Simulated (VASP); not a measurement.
# CaCdC2N2 (P-1) in VASP: single point with PBE

Aim: the single point of CaCdC2N2 with PBE.

Program: VASP 6.6.1. These are calculated values, not measurements. Logs are shortened: lines on timing, memory, paths and dates and some standing lists are left out, and cuts for length are marked.

**1. The cell of the first run**

The typed cell holds 6 atoms: a = 3.604 Å, b = 4.363 Å, c = 8.138 Å, α = 80.41°, β = 85.14°, γ = 70.66°.

**2. Single point, PBE**

The input, INCAR:

```
SYSTEM = CaCdC2N2
ALGO = Normal
EDIFF = 1E-6
ENCUT = 700
GGA = PE
GGA_COMPAT = .FALSE.
ISIF = 2
ISMEAR = 0
LASPH = .TRUE.
LCHARG = .FALSE.
LREAL = .FALSE.
LWAVE = .FALSE.
NBANDS = 33
NELM = 120
PREC = Accurate
SIGMA = 0.1
```

The input, KPOINTS:

```
k-points
0
G
  6 4 2
  0 0 0
```

The input, POSCAR:

```
CaCdC2N2
1.0
    3.6036717600      0.0000000000      0.0000000000
    1.4448094500      4.1164330500      0.0000000000
    0.6890780100      1.1953193500      8.0202745300
Ca Cd C N
1 1 2 2
Direct
    0.5000000000      0.0000000000      0.5000000000
    0.0000000000      0.0000000000      0.0000000000
    0.8140680200      0.3718639700      0.8140680200
    0.1859319800      0.6281360300      0.1859319800
    0.7053521700      0.5892956700      0.7053521700
    0.2946478300      0.4107043300      0.2946478300
```

Potentials or basis: VASP PAW PBE potentials, release 64 (Ca_sv, Cd_sv_GW, C, N).

The run is started by

```
> cat potpaw_PBE.64/Ca_sv/POTCAR potpaw_PBE.64/Cd_sv_GW/POTCAR potpaw_PBE.64/C/POTCAR potpaw_PBE.64/N/POTCAR > POTCAR
> mpirun -np 1 vasp_std > vasp.out
```

OUTCAR:

```text
SYSTEM = CaCdC2N2
   EDIFF = 1E-6
   ENCUT = 700
   GGA = PE
   ISIF = 2
   ISMEAR = 0
   LASPH = .TRUE.
   LREAL = .FALSE.
   NELM = 120
   PREC = Accurate

 ion  position               nearest neighbor table
   1  0.500  0.000  0.500-   5 2.21   6 2.21
   2  0.000  0.000  0.000-   3 2.00   4 2.00
   3  0.814  0.372  0.814-   5 1.17   2 2.00
   4  0.186  0.628  0.186-   6 1.17   2 2.00
   5  0.705  0.589  0.705-   3 1.17   1 2.21
   6  0.295  0.411  0.295-   4 1.17   1 2.21

  LATTYP: Found a triclinic cell.
 ALAT       =     4.6481940072
 B/A-ratio  =     2.6629803811
 C/A-ratio  =     0.7752842834
 COS(alpha) =     0.0020176725
 COS(beta)  =     0.4644518509
 COS(gamma) =     0.6754848851

  Lattice vectors:

 A1 = (   2.1588623100,  -4.1164330500,   0.0000000000)
 A2 = (   0.0249748500,  -9.4281854500,  -8.0202745300)
 A3 = (   3.6036717600,   0.0000000000,   0.0000000000)

Analysis of symmetry for initial positions (statically):
=====================================================================
 Subroutine PRICEL returns:
 Original cell was already a primitive cell.

 Routine SETGRP: Setting up the symmetry group for a
 triclinic supercell.

 Subroutine GETGRP returns: Found  2 space group operations
 (whereof  2 operations were pure point group operations)
 out of a pool of  2 trial point group operations.

The static configuration has the point symmetry S_2 .

Analysis of symmetry for dynamics (positions and initial velocities):
=====================================================================
 Subroutine PRICEL returns:
 Original cell was already a primitive cell.

 Routine SETGRP: Setting up the symmetry group for a
 triclinic supercell.

 Subroutine GETGRP returns: Found  2 space group operations
 (whereof  2 operations were pure point group operations)
 out of a pool of  2 trial point group operations.

The dynamic configuration has the point symmetry S_2 .

 Subroutine INISYM returns: Found  2 space group operations
 (whereof  2 operations are pure point group operations),
 and found     1 'primitive' translations

----------------------------------------------------------------------------------------

                                     Primitive cell

  volume of cell :     118.9749

  direct lattice vectors                    reciprocal lattice vectors
     3.603671760  0.000000000  0.000000000     0.277494752 -0.097396711 -0.009325785
     1.444809450  4.116433050  0.000000000     0.000000000  0.242928766 -0.036205426
     0.689078010  1.195319350  8.020274530     0.000000000  0.000000000  0.124684011

  length of vectors
     3.603671760  4.362624829  8.138084565     0.294238724  0.245611926  0.124684011

  position of ions in fractional coordinates (direct lattice)
     0.500000000  0.000000000  0.500000000
     0.000000000  0.000000000  0.000000000
     0.814068020  0.371863970  0.814068020
     0.185931980  0.628136030  0.185931980
     0.705352170  0.589295670  0.705352170
     0.294647830  0.410704330  0.294647830

  ion indices of the primitive-cell ions
   primitive index   ion index
                 1           1
                 2           2
                 3           3
                 4           4
                 5           5
                 6           6

----------------------------------------------------------------------------------------

 KPOINTS: k-points

Automatic generation of k-mesh.
 Grid dimensions read from file:
 generate k-points for:    6    4    2

 Generating k-lattice:

  Cartesian coordinates                     Fractional coordinates (reciprocal lattice)
     0.046249125 -0.016232785 -0.001554298     0.166666667  0.000000000 -0.000000000
     0.000000000  0.060732191 -0.009051356     0.000000000  0.250000000  0.000000000
     0.000000000  0.000000000  0.062342006     0.000000000  0.000000000  0.500000000

  Length of vectors
     0.049039787  0.061402981  0.062342006

  Shift w.r.t. Gamma in fractional coordinates (k-lattice)
     0.000000000  0.000000000  0.000000000

 Subroutine IBZKPT returns following result:
 ===========================================

 Found     28 irreducible k-points:

 Following reciprocal coordinates:
            Coordinates               Weight
  0.000000  0.000000  0.000000      1.000000
  0.166667  0.000000 -0.000000      2.000000
  0.333333  0.000000 -0.000000      2.000000
  0.500000  0.000000  0.000000      1.000000
  0.000000  0.250000  0.000000      2.000000
  0.166667  0.250000 -0.000000      2.000000
[... 16 lines left out ...]
 -0.333333  0.250000  0.500000      2.000000
 -0.166667  0.250000  0.500000      2.000000
 [... further k-points ...]
   k-points           NKPTS =     28   k-points in BZ     NKDIM =     28   number of bands    NBANDS=     33
   number of dos      NEDOS =    301   number of ions     NIONS =      6
   total plane-waves  NPLWV =  89600
   dimension x,y,z NGX =    32 NGY =   40 NGZ =   70
   dimension x,y,z NGXF=    64 NGYF=   80 NGZF=  140
   ions per type =               1   1   2   2
   NGX,Y,Z   is equivalent  to a cutoff of  14.76, 15.24, 14.30 a.u.
   NGXF,Y,Z  is equivalent  to a cutoff of  29.52, 30.49, 28.60 a.u.
 SYSTEM =  CaCdC2N2
   PREC   = accura    normal or accurate (medium, high low for compatibility)
   ISTART =      0    job   : 0-new  1-cont  2-samecut
   ICHARG =      2    charge: 1-file 2-atom 10-const
   ISPIN  =      1    spin polarized calculation?
   LNONCOLLINEAR =      F non collinear calculations
   LSORBIT =      F    spin-orbit coupling
   LASPH  =      T    aspherical Exc in radial PAW
   ENCUT  =  700.0 eV  51.45 Ry    7.17 a.u.   7.77  9.41 17.56*2*pi/ulx,y,z
   NELM   =    120;   NELMIN=  2; NELMDL= -5     # of ELM steps
   EDIFF  = 0.1E-05   stopping-criterion for ELM
   LREAL  =      F    real-space projection
   EDIFFG = 0.1E-04   stopping-criterion for IOM
   NSW    =      0    number of steps for IOM
   IBRION =     -1    ionic relax: 0-MD 1-quasi-New 2-CG
   NFREE  =      0    steps in history (QN), initial steepest desc. (CG)
   ISIF   =      2    stress and relaxation
   ISYM   =      2    0-nonsym 1-usesym 2-fastsym
   POTIM  = 0.5000    time-step for ionic-motion
   TEBEG  =    0.0;   TEEND  =   0.0 temperature during run
   PSTRESS=    0.0 pullay stress
   NELECT =      48.0000    total number of electrons
   NUPDOWN=      -1.0000    fix difference up-down
   EMIN   =  10.00;   EMAX   =-10.00  energy-range for DOS
   EFERMI =   0.00;   METHOD = LEGACY
   ISMEAR =     0;   SIGMA  =   0.10  broadening in eV -4-tet -1-fermi 0-gaus
   EFERMI_NEDOS =   21; number of points for ismear=-14 and -15
   IALGO  =     38    algorithm
   IMIX   =      4    mixing-type and parameters
     AMIX     =   0.40;   BMIX     =  1.00
     AMIX_MAG =   1.60;   BMIX_MAG =  1.00
  volume/ion in A,a.u.               =      19.83       133.81
  Fermi-wavevector in a.u.,A,eV,Ry     =   1.209679  2.285961 19.909716  1.463323
  Thomas-Fermi vector in A             =   2.345249
   LORBIT       =      0    0 simple, 1 ext, 2 COOP (PROOUT), +10 PAW based schemes
   GGA     = PE    functional components
   LHFCALC =     F    Hartree Fock is set to
   AEXX    =    0.0000 exact exchange contribution
   IVDW    =     0    specifies the selected vdW correction
   LEPSILON=     F    determine dielectric tensor
   LRPA    =     F    only Hartree local field effects (RPA)
 non-spin polarized calculation
 Gauss-broadening in eV      SIGMA  =   0.10
  energy-cutoff  :      700.00
  volume of cell :      118.97
 maximum number of plane-waves:      5046
   NGX = 15   NGY = 19   NGZ = 35

 number of electron      47.9999999 magnetization

 Free energy of the ion-electron system (eV)
  ---------------------------------------------------
  ext. energy  EPLUGINS =         0.00000000
  ---------------------------------------------------
  free energy    TOTEN  =       -35.28193840 eV

  energy without entropy =      -35.26379776  energy(sigma->0) =      -35.27286808

 E-fermi :   3.3454     XC(G=0):  -8.5120

 val. band max:        3.3101229314   @ k =  -0.1667   0.2500  -0.0000
 cond. band min:       3.3520671773   @ k =   0.0000   0.5000   0.0000
 fundamental gap:      0.0419442460
 Fermi energy:         3.3453905860

 k-point     1 :       0.0000    0.0000    0.0000
  band No.  band energies     occupation
      1    -101.0105      2.00000
      2     -62.1040      2.00000
      3     -62.0635      2.00000
      4     -61.9722      2.00000
      5     -38.5609      2.00000
      6     -19.7420      2.00000
[... 25 lines left out ...]
     32       7.7289      0.00000
     33       7.8001      0.00000

 k-point     2 :       0.1667    0.0000   -0.0000
  band No.  band energies     occupation
      1    -101.0104      2.00000
      2     -62.1040      2.00000
      3     -62.0635      2.00000
      4     -61.9728      2.00000
      5     -38.5573      2.00000
      6     -19.7382      2.00000
[... 25 lines left out ...]
     32       7.4750      0.00000
     33       7.6219      0.00000

 k-point     3 :       0.3333    0.0000   -0.0000
  band No.  band energies     occupation
      1    -101.0104      2.00000
      2     -62.1040      2.00000
      3     -62.0634      2.00000
      4     -61.9739      2.00000
      5     -38.5502      2.00000
      6     -19.7313      2.00000
[... 25 lines left out ...]
     32       6.9435      0.00000
     33       7.1603      0.00000

 k-point     4 :       0.5000    0.0000    0.0000
  band No.  band energies     occupation
      1    -101.0104      2.00000
      2     -62.1039      2.00000
      3     -62.0634      2.00000
      4     -61.9744      2.00000
      5     -38.5466      2.00000
      6     -19.7301      2.00000
[... 673 lines left out ...]
     32       6.8778      0.00000
     33       7.3841      0.00000

 k-point    23 :      -0.3333    0.2500    0.5000
  band No.  band energies     occupation
      1    -101.0104      2.00000
      2     -62.1040      2.00000
      3     -62.0634      2.00000
      4     -61.9739      2.00000
      5     -38.5496      2.00000
      6     -19.7404      2.00000
[... 25 lines left out ...]
     32       6.6934      0.00000
     33       6.9007      0.00000

 k-point    24 :      -0.1667    0.2500    0.5000
  band No.  band energies     occupation
      1    -101.0104      2.00000
      2     -62.1040      2.00000
      3     -62.0635      2.00000
      4     -61.9728      2.00000
      5     -38.5565      2.00000
      6     -19.7500      2.00000
[... 25 lines left out ...]
     32       7.1660      0.00000
     33       7.4892      0.00000

 [... further k-points ...]
[... 5 lines left out ...]
  --------------------------------------------------------------------------------------
  -------------------------------------------------------------------------------------
  Total        0.0203382      6.5233504      6.3026955     -0.8184788     -6.7074350      0.9163164
  in kB        0.2738842     87.8467650     84.8753136    -11.0220526    -90.3257415     12.3395836
  external PRESSURE =      57.6653209 kB  Pullay stress =       0.0000000 kB

 VOLUME and BASIS-vectors are now :
 -----------------------------------------------------------------------------
  energy-cutoff  :      700.00
  volume of cell :      118.97
      direct lattice vectors                 reciprocal lattice vectors
     3.603671760  0.000000000  0.000000000     0.277494752 -0.097396711 -0.009325785
     1.444809450  4.116433050  0.000000000     0.000000000  0.242928766 -0.036205426
     0.689078010  1.195319350  8.020274530     0.000000000  0.000000000  0.124684011

 POSITION                                       TOTAL-FORCE (eV/Angst)
 -----------------------------------------------------------------------------------
      2.14637      0.59766      4.01014         0.000000      0.000000      0.000000
      0.00000      0.00000      0.00000         0.000000     -0.000000      0.000000
      4.03186      2.50382      6.52905         0.211299     -1.456348      1.340436
      1.70570      2.80793      1.49123        -0.211299      1.456348     -1.340436
      3.87932      3.26892      5.65712        -0.134979      0.883122     -1.180463
      1.85824      2.04284      2.36316         0.134979     -0.883122      1.180463
 -----------------------------------------------------------------------------------
    total drift:                                0.000000      0.000000      0.000000

  FREE ENERGIE OF THE ION-ELECTRON SYSTEM (eV)
  ---------------------------------------------------
  free  energy   TOTEN  =       -35.2819383989 eV

  energy  without entropy=      -35.2637977565  energy(sigma->0) =      -35.27286808
```

Wall time 2.2 min (1 thread of AMD EPYC 9R45 (Zen 5), shared host); peak memory 0.4 GiB.

What came out:

| Item | Value |
| --- | --- |
| Free energy | -35.2819 eV |
| Pressure | 5.8 GPa |
| Largest force | 1.991 eV/Å |
| Band gap on the k mesh | zero (bands 24 and 25 overlap by 0.28 eV) |

Forces in eV/Å, atoms in the order of the input:
```
Ca   0.000  0.000  0.000
Cd   0.000  0.000  0.000
C    0.211 -1.456  1.340
C   -0.211  1.456 -1.340
N   -0.135  0.883 -1.180
N    0.135 -0.883  1.180
```

Levels at points of the mesh, in eV from the Fermi level:
| k point | band 22 | band 23 | band 24 | band 25 | band 26 | band 27 |
| --- | --- | --- | --- | --- | --- | --- |
| (0.00, 0.00, 0.00) | -5.58 | -5.55 | -0.52 | 0.07 | 0.10 | 1.71 |
| (0.50, 0.00, 0.00) | -5.98 | -5.54 | -0.99 | 0.49 | 0.76 | 1.35 |
| (0.00, 0.50, 0.00) | -5.72 | -5.54 | -0.10 | 0.01 | 1.20 | 2.05 |
| (0.50, 0.50, 0.00) | -6.04 | -5.55 | -1.08 | 0.20 | 0.85 | 1.47 |
| (0.00, 0.00, 0.50) | -5.66 | -5.46 | -0.78 | -0.18 | 1.02 | 1.32 |
| (0.50, 0.00, 0.50) | -5.95 | -5.77 | -0.86 | 0.10 | 0.86 | 1.45 |
| (0.00, 0.50, 0.50) | -5.63 | -5.52 | -0.11 | 0.28 | 1.03 | 1.69 |
| (0.50, 0.50, 0.50) | -5.88 | -5.81 | -0.94 | 0.13 | 0.44 | 1.56 |

Caveat: the k points lie up to 0.39 Å⁻¹ apart; forces of over 1 eV/Å act on the atoms, so gaps and moduli don't describe the material at rest.

The gap in the log of VASP goes by the Fermi energy; the results here count the filled bands.